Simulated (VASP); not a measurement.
Wanted: the native input for a VASP 6.6.1 run.

* Task: single point
* Functional: PBE
* Potentials or basis: VASP PAW PBE potentials, release 64 (Rb_sv)
* Cutoff: 520 eV
* k mesh: 9 × 9 × 4
* Occupations: gaussian, width 0.1 eV
* Spin: no spin polarisation
* Dipole correction: no
* Further INCAR settings: ALGO = Fast; EDIFF = 1e-06; NBANDS = 26

The structure of Rb lies in POSCAR:

```
Rb
1.0
    5.1681138545      0.0000000000      0.0000000000
   -2.5840569273      4.4757178877      0.0000000000
    0.0000000000      0.0000000000     17.4001990547
Rb
4
Direct
    0.0000000000      0.0000000000      0.0000000000
    0.3333333300      0.6666666700      0.7500000000
    0.0000000000      0.0000000000      0.5000000000
    0.6666666700      0.3333333300      0.2500000000
```

This isn't the form of Rb at room conditions, which is bcc.

This cell differs from its parent crystal: strained.

These files were run (other wordings do the same):

INCAR

```
SYSTEM = Rb
  PREC = Accurate
  ENCUT = 520
  EDIFF = 1E-6
  ISMEAR = 0
  SIGMA = 0.1
  LREAL = .FALSE.
  LASPH = .TRUE.
  NELM = 60
  ALGO = Fast
  ISIF = 2
  LWAVE = .FALSE.
  LCHARG = .FALSE.
  GGA = PE
  NBANDS = 26
```

KPOINTS

```
regular mesh
0
G
  9 9 4
  0 0 0
```

Potentials or basis: VASP PAW PBE potentials, release 64 (Rb_sv).

Command:

```sh
$ cat potpaw_PBE.64/Rb_sv/POTCAR > POTCAR
$ mpirun -np 1 vasp_std > vasp.out
```

Results of the run:

* Pressure: -0.2 GPa
* Band gap on the k mesh: zero (bands 18 and 19 overlap by 2.11 eV)

Caveat: the cell differs from its parent crystal (strained).

It took 11 min on 1 thread of Intel(R) Xeon(R) Platinum 8375C CPU @ 2.90GHz (Ice Lake) (shared host), peak memory 0.64 GiB.
